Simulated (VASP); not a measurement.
# Si7C (P-43m) in VASP: further runs

Si7C is run at these levels: PBE; tasks: single point.

Everything below comes from runs of VASP 6.6.1. Logs are shortened: lines on timing, memory, paths and dates and some standing lists are left out, and cuts for length are marked.

## 1. The cell of the first run

Symmetry: P-43m, No. 215, cubic system. Conventional cell: a = 5.195 Å, b = 5.195 Å, c = 5.195 Å, α = 90.00°, β = 90.00°, γ = 90.00°. Si (site symmetry 3m) has 1 C at 2.02 Å and 3 Si at 2.34 Å within 2.7 Å. Si (site symmetry -42m) has 4 Si at 2.34 Å within 3.1 Å. Within 2.7 Å of C (site symmetry -43m) lie 4 Si at 2.02 Å.

## 2. Single point, PBE

INCAR reads:

```
SYSTEM = Si7C
PREC = Accurate
ENCUT = 520
EDIFF = 1E-7
ISMEAR = 0
SIGMA = 0.1
LREAL = .False.
LASPH = .True.
NELM = 100
ALGO = Normal
ISIF = 2
LWAVE = .False.
LCHARG = .True.
GGA = PE
LELF = .True.
LVHAR = .True.
NBANDS = 26
```

KPOINTS reads:

```
regular mesh
0
Gamma
  8 8 8
  0 0 0
```

POSCAR reads:

```
Si7C
1.0
    5.1952892579      0.0000000000      0.0000000000
    0.0000000000      5.1952892579      0.0000000000
    0.0000000000      0.0000000000      5.1952892579
Si C
7 1
Direct
    0.2245119098      0.2245119098      0.2245119098
    0.0000000000      0.5000000000      0.5000000000
    0.5000000000      0.5000000000      0.0000000000
    0.5000000000      0.0000000000      0.5000000000
    0.7754880902      0.2245119098      0.7754880902
    0.7754880902      0.7754880902      0.2245119098
    0.2245119098      0.7754880902      0.7754880902
    0.0000000000      0.0000000000      0.0000000000
```

Potentials or basis: VASP PAW PBE potentials, release 64 (Si, C).

On the command line:

```bash
$ cat potpaw_PBE.64/Si/POTCAR potpaw_PBE.64/C/POTCAR > POTCAR
$ mpirun -np 1 vasp_std > vasp.out
```

OUTCAR:

```text
SYSTEM = Si7C
   PREC = Accurate
   ENCUT = 520
   EDIFF = 1E-7
   ISMEAR = 0
   LREAL = .False.
   LASPH = .True.
   NELM = 100
   ISIF = 2
   GGA = PE

 ion  position               nearest neighbor table
   1  0.225  0.225  0.225-   8 2.02   3 2.34   4 2.34   2 2.34
   2  0.000  0.500  0.500-   1 2.34   5 2.34   6 2.34   7 2.34
   3  0.500  0.500  0.000-   1 2.34   5 2.34   6 2.34   7 2.34
   4  0.500  0.000  0.500-   1 2.34   5 2.34   6 2.34   7 2.34
   5  0.775  0.225  0.775-   8 2.02   3 2.34   4 2.34   2 2.34
   6  0.775  0.775  0.225-   8 2.02   3 2.34   4 2.34   2 2.34
   7  0.225  0.775  0.775-   8 2.02   3 2.34   4 2.34   2 2.34
   8  0.000  0.000  0.000-   1 2.02   5 2.02   6 2.02   7 2.02

  LATTYP: Found a simple cubic cell.
 ALAT       =     5.1952892579

  Lattice vectors:

 A1 = (   5.1952892579,   0.0000000000,   0.0000000000)
 A2 = (   0.0000000000,   5.1952892579,   0.0000000000)
 A3 = (   0.0000000000,   0.0000000000,   5.1952892579)

Analysis of symmetry for initial positions (statically):
=====================================================================
 Subroutine PRICEL returns:
 Original cell was already a primitive cell.

 Routine SETGRP: Setting up the symmetry group for a
 simple cubic supercell.

 Subroutine GETGRP returns: Found 24 space group operations
 (whereof 24 operations were pure point group operations)
 out of a pool of 48 trial point group operations.

The static configuration has the point symmetry T_d .

Analysis of symmetry for dynamics (positions and initial velocities):
=====================================================================
 Subroutine PRICEL returns:
 Original cell was already a primitive cell.

 Routine SETGRP: Setting up the symmetry group for a
 simple cubic supercell.

 Subroutine GETGRP returns: Found 24 space group operations
 (whereof 24 operations were pure point group operations)
 out of a pool of 48 trial point group operations.

The dynamic configuration has the point symmetry T_d .

 Subroutine INISYM returns: Found 24 space group operations
 (whereof 24 operations are pure point group operations),
 and found     1 'primitive' translations

----------------------------------------------------------------------------------------

                                     Primitive cell

  volume of cell :     140.2262

  direct lattice vectors                    reciprocal lattice vectors
     5.195289258  0.000000000  0.000000000     0.192482064  0.000000000  0.000000000
     0.000000000  5.195289258  0.000000000     0.000000000  0.192482064  0.000000000
     0.000000000  0.000000000  5.195289258     0.000000000  0.000000000  0.192482064

  length of vectors
     5.195289258  5.195289258  5.195289258     0.192482064  0.192482064  0.192482064

  position of ions in fractional coordinates (direct lattice)
     0.224511910  0.224511910  0.224511910
     0.000000000  0.500000000  0.500000000
     0.500000000  0.500000000  0.000000000
     0.500000000  0.000000000  0.500000000
     0.775488090  0.224511910  0.775488090
     0.775488090  0.775488090  0.224511910
     0.224511910  0.775488090  0.775488090
     0.000000000  0.000000000  0.000000000

  ion indices of the primitive-cell ions
   primitive index   ion index
                 1           1
                 2           2
                 3           3
                 4           4
                 5           5
                 6           6
                 7           7
                 8           8

----------------------------------------------------------------------------------------

 KPOINTS: regular mesh

Automatic generation of k-mesh.
 Grid dimensions read from file:
 generate k-points for:    8    8    8

 Generating k-lattice:

  Cartesian coordinates                     Fractional coordinates (reciprocal lattice)
     0.024060258  0.000000000  0.000000000     0.125000000  0.000000000  0.000000000
     0.000000000  0.024060258  0.000000000     0.000000000  0.125000000  0.000000000
     0.000000000  0.000000000  0.024060258     0.000000000  0.000000000  0.125000000

  Length of vectors
     0.024060258  0.024060258  0.024060258

  Shift w.r.t. Gamma in fractional coordinates (k-lattice)
     0.000000000  0.000000000  0.000000000

 Subroutine IBZKPT returns following result:
 ===========================================

 Found     35 irreducible k-points:

 Following reciprocal coordinates:
            Coordinates               Weight
  0.000000  0.000000  0.000000      1.000000
  0.125000  0.000000  0.000000      6.000000
  0.250000  0.000000  0.000000      6.000000
  0.375000  0.000000  0.000000      6.000000
  0.500000  0.000000  0.000000      3.000000
  0.125000  0.125000  0.000000     12.000000
[... 16 lines left out ...]
  0.375000  0.375000  0.125000     24.000000
  0.500000  0.375000  0.125000     24.000000
 [... further k-points ...]
   k-points           NKPTS =     35   k-points in BZ     NKDIM =     35   number of bands    NBANDS=     26
   number of dos      NEDOS =    301   number of ions     NIONS =      8
   total plane-waves  NPLWV =  64000
   dimension x,y,z NGX =    40 NGY =   40 NGZ =   40
   dimension x,y,z NGXF=    80 NGYF=   80 NGZF=   80
   ions per type =               7   1
   NGX,Y,Z   is equivalent  to a cutoff of  12.80, 12.80, 12.80 a.u.
   NGXF,Y,Z  is equivalent  to a cutoff of  25.60, 25.60, 25.60 a.u.
 SYSTEM =  Si7C
   PREC   = accura    normal or accurate (medium, high low for compatibility)
   ISTART =      0    job   : 0-new  1-cont  2-samecut
   ICHARG =      2    charge: 1-file 2-atom 10-const
   ISPIN  =      1    spin polarized calculation?
   LNONCOLLINEAR =      F non collinear calculations
   LSORBIT =      F    spin-orbit coupling
   LASPH  =      T    aspherical Exc in radial PAW
   ENCUT  =  520.0 eV  38.22 Ry    6.18 a.u.   9.66  9.66  9.66*2*pi/ulx,y,z
   NELM   =    100;   NELMIN=  2; NELMDL= -5     # of ELM steps
   EDIFF  = 0.1E-06   stopping-criterion for ELM
   LREAL  =      F    real-space projection
   EDIFFG = 0.1E-05   stopping-criterion for IOM
   NSW    =      0    number of steps for IOM
   IBRION =     -1    ionic relax: 0-MD 1-quasi-New 2-CG
   NFREE  =      0    steps in history (QN), initial steepest desc. (CG)
   ISIF   =      2    stress and relaxation
   ISYM   =      2    0-nonsym 1-usesym 2-fastsym
   POTIM  = 0.5000    time-step for ionic-motion
   TEBEG  =    0.0;   TEEND  =   0.0 temperature during run
   PSTRESS=    0.0 pullay stress
   NELECT =      32.0000    total number of electrons
   NUPDOWN=      -1.0000    fix difference up-down
   EMIN   =  10.00;   EMAX   =-10.00  energy-range for DOS
   EFERMI =   0.00;   METHOD = LEGACY
   ISMEAR =     0;   SIGMA  =   0.10  broadening in eV -4-tet -1-fermi 0-gaus
   EFERMI_NEDOS =   21; number of points for ismear=-14 and -15
   IALGO  =     38    algorithm
   IMIX   =      4    mixing-type and parameters
     AMIX     =   0.40;   BMIX     =  1.00
     AMIX_MAG =   1.60;   BMIX_MAG =  1.00
  volume/ion in A,a.u.               =      17.53       118.29
  Fermi-wavevector in a.u.,A,eV,Ry     =   1.000419  1.890517 13.617219  1.000837
  Thomas-Fermi vector in A             =   2.132774
   LORBIT       =      0    0 simple, 1 ext, 2 COOP (PROOUT), +10 PAW based schemes
   GGA     = PE    functional components
   LHFCALC =     F    Hartree Fock is set to
   AEXX    =    0.0000 exact exchange contribution
   IVDW    =     0    specifies the selected vdW correction
   LEPSILON=     F    determine dielectric tensor
   LRPA    =     F    only Hartree local field effects (RPA)
 non-spin polarized calculation
 Gauss-broadening in eV      SIGMA  =   0.10
  energy-cutoff  :      520.00
  volume of cell :      140.23
 maximum number of plane-waves:      3840
 NGX is ok and might be reduce to    40
   NGX = 19   NGY = 19   NGZ = 19

 number of electron      31.9999995 magnetization

 Free energy of the ion-electron system (eV)
  ---------------------------------------------------
  ext. energy  EPLUGINS =         0.00000000
  ---------------------------------------------------
  free energy    TOTEN  =       -45.69513437 eV

  energy without entropy =      -45.69336189  energy(sigma->0) =      -45.69424813

 E-fermi :   6.5597     XC(G=0):  -9.7797

 val. band max:        6.5593350431   @ k =   0.5000   0.5000   0.3750
 cond. band min:       6.6171720166   @ k =   0.0000   0.0000   0.0000
 fundamental gap:      0.0578369735
 Fermi energy:         6.5597405710

 k-point     1 :       0.0000    0.0000    0.0000
  band No.  band energies     occupation
      1      -6.9395      2.00000
      2      -3.6626      2.00000
      3      -1.6072      2.00000
      4      -1.6072      2.00000
      5      -1.6072      2.00000
      6      -1.2715      2.00000
[... 18 lines left out ...]
     25       9.4328      0.00000
     26      10.7239      0.00000

 k-point     2 :       0.1250    0.0000    0.0000
  band No.  band energies     occupation
      1      -6.8888      2.00000
      2      -3.7736      2.00000
      3      -2.1560      2.00000
      4      -1.5765      2.00000
      5      -1.5765      2.00000
      6      -1.2345      2.00000
[... 18 lines left out ...]
     25       9.7625      0.00000
     26      11.0860      0.00000

 k-point     3 :       0.2500    0.0000    0.0000
  band No.  band energies     occupation
      1      -6.7502      2.00000
      2      -4.1044      2.00000
      3      -2.5154      2.00000
      4      -1.4977      2.00000
      5      -1.4977      2.00000
      6      -1.1381      2.00000
[... 572 lines left out ...]
 k-point    23 :       0.3750    0.3750    0.1250
  band No.  band energies     occupation
      1      -6.2849      2.00000
      2      -4.0561      2.00000
      3      -3.5274      2.00000
      4      -2.7972      2.00000
      5      -0.7626      2.00000
      6       0.0948      2.00000
[... 18 lines left out ...]
     25      11.5648      0.00000
     26      11.7004      0.00000

 k-point    24 :       0.5000    0.3750    0.1250
  band No.  band energies     occupation
      1      -6.2313      2.00000
      2      -4.0037      2.00000
      3      -3.5622      2.00000
      4      -2.9930      2.00000
      5      -0.6296      2.00000
      6      -0.0515      2.00000
[... 18 lines left out ...]
     25      11.3738      0.00000
     26      11.8351      0.00000

 [... further k-points ...]
[... 5 lines left out ...]
  --------------------------------------------------------------------------------------
  -------------------------------------------------------------------------------------
  Total       -0.0622480     -0.0622480     -0.0622480     -0.0000000     -0.0000000      0.0000000
  in kB       -0.7112252     -0.7112252     -0.7112252     -0.0000000     -0.0000000      0.0000000
  external PRESSURE =      -0.7112252 kB  Pullay stress =       0.0000000 kB

 VOLUME and BASIS-vectors are now :
 -----------------------------------------------------------------------------
  energy-cutoff  :      520.00
  volume of cell :      140.23
      direct lattice vectors                 reciprocal lattice vectors
     5.195289258  0.000000000  0.000000000     0.192482064  0.000000000  0.000000000
     0.000000000  5.195289258  0.000000000     0.000000000  0.192482064  0.000000000
     0.000000000  0.000000000  5.195289258     0.000000000  0.000000000  0.192482064

 POSITION                                       TOTAL-FORCE (eV/Angst)
 -----------------------------------------------------------------------------------
      1.16640      1.16640      1.16640         0.006948      0.006948      0.006948
      0.00000      2.59764      2.59764        -0.000000     -0.000000     -0.000000
      2.59764      2.59764      0.00000        -0.000000      0.000000     -0.000000
      2.59764      0.00000      2.59764        -0.000000     -0.000000     -0.000000
      4.02888      1.16640      4.02888        -0.006948      0.006948     -0.006948
      4.02888      4.02888      1.16640        -0.006948     -0.006948      0.006948
      1.16640      4.02888      4.02888         0.006948     -0.006948     -0.006948
      0.00000      0.00000      0.00000        -0.000000     -0.000000     -0.000000
 -----------------------------------------------------------------------------------
    total drift:                                0.000000      0.000000      0.000000

  FREE ENERGIE OF THE ION-ELECTRON SYSTEM (eV)
  ---------------------------------------------------
  free  energy   TOTEN  =       -45.6951343739 eV

  energy  without entropy=      -45.6933618879  energy(sigma->0) =      -45.69424813
```

It took 62 s on 1 thread of Intel Xeon Platinum 8559C (Emerald Rapids), shared host; peak memory 0.27 GiB.

What came out:

```
Free energy            : -45.6951 eV
Pressure               : -0.1 GPa
Largest force          : 0.012 eV/Å
Band gap on the k mesh : zero (bands 16 and 17 overlap by 0.41 eV)
```

Forces on the atoms (eV/Å):
```
Si   0.007  0.007  0.007
Si   0.000  0.000  0.000
Si   0.000  0.000  0.000
Si   0.000  0.000  0.000
Si  -0.007  0.007 -0.007
Si  -0.007 -0.007  0.007
Si   0.007 -0.007 -0.007
C    0.000  0.000  0.000
```

Caveat: semilocal functionals underestimate gaps, so a narrow gap can read as zero.

## 3. Single point, PBE

INCAR reads:

```
PREC     = Accurate       # precision mode
ENCUT    = 520            # plane-wave cutoff, eV
EDIFF    = 1E-6           # SCF threshold, eV
ISMEAR   = -1             # smearing method
SIGMA    = 0.15           # smearing width, eV
LREAL    = F              # projectors in reciprocal space
LASPH    = T              # aspherical terms in the spheres
NELM     = 80             # most SCF steps
ALGO     = Normal         # electronic algorithm
ISIF     = 2              # what is computed and relaxed
LWAVE    = F              # write WAVECAR
LCHARG   = F              # write CHGCAR
GGA      = PE             # functional
NBANDS   = 26             # bands
```

KPOINTS reads:

```
Automatic mesh
0
Gamma
  8 8 8
```

POSCAR reads:

```
Si7C
1.0
    5.1949596077      0.0000000000      0.0000000000
    0.0000000000      5.1949596077      0.0000000000
    0.0000000000      0.0000000000      5.1949596077
Si C
7 1
Direct
    0.2243217188      0.2243217188      0.2243217188
    0.0000000000      0.5000000000      0.5000000000
    0.5000000000      0.5000000000      0.0000000000
    0.5000000000      0.0000000000      0.5000000000
    0.7756782812      0.2243217188      0.7756782812
    0.7756782812      0.7756782812      0.2243217188
    0.2243217188      0.7756782812      0.7756782812
    0.0000000000      0.0000000000      0.0000000000
```

Potentials or basis: VASP PAW PBE potentials, release 64 (Si, C).

On the command line:

```bash
$ cat potpaw_PBE.64/Si/POTCAR potpaw_PBE.64/C/POTCAR > POTCAR
$ mpirun -np 1 vasp_std > vasp.out
```

Wall time 50 s (1 thread of Intel Xeon Platinum 8559C (Emerald Rapids), shared host); peak memory 0.28 GiB.

It converged, with:

| Quantity | Value |
| --- | --- |
| Free energy | -45.7145 eV |
| Pressure | -0.1 GPa |
| Largest force | 0.012 eV/Å |
| Band gap on the k mesh | zero (bands 16 and 17 overlap by 0.41 eV) |

Forces on the atoms (eV/Å):
```
Si   0.007  0.007  0.007
Si   0.000  0.000  0.000
Si   0.000  0.000  0.000
Si   0.000  0.000  0.000
Si  -0.007  0.007 -0.007
Si  -0.007 -0.007  0.007
Si   0.007 -0.007 -0.007
C    0.000  0.000  0.000
```

Levels at points of the mesh, in eV from the Fermi level:
```
           k point  band 13  band 14  band 15  band 16  band 17  band 18  band 19  band 20
(0.00, 0.00, 0.00)    -2.99     0.00     0.00     0.00     0.01     0.24     0.24     0.72
(0.50, 0.00, 0.00)    -2.75    -2.75    -1.47    -1.47     0.92     0.96     2.53     3.12
(0.50, 0.50, 0.00)    -2.28    -2.28    -1.33    -0.61     1.38     2.09     2.74     2.74
(0.50, 0.50, 0.50)    -1.09    -1.09    -0.48    -0.48    -0.41     2.28     2.28     2.28
```

Caveat: semilocal functionals underestimate gaps, so a narrow gap can read as zero.
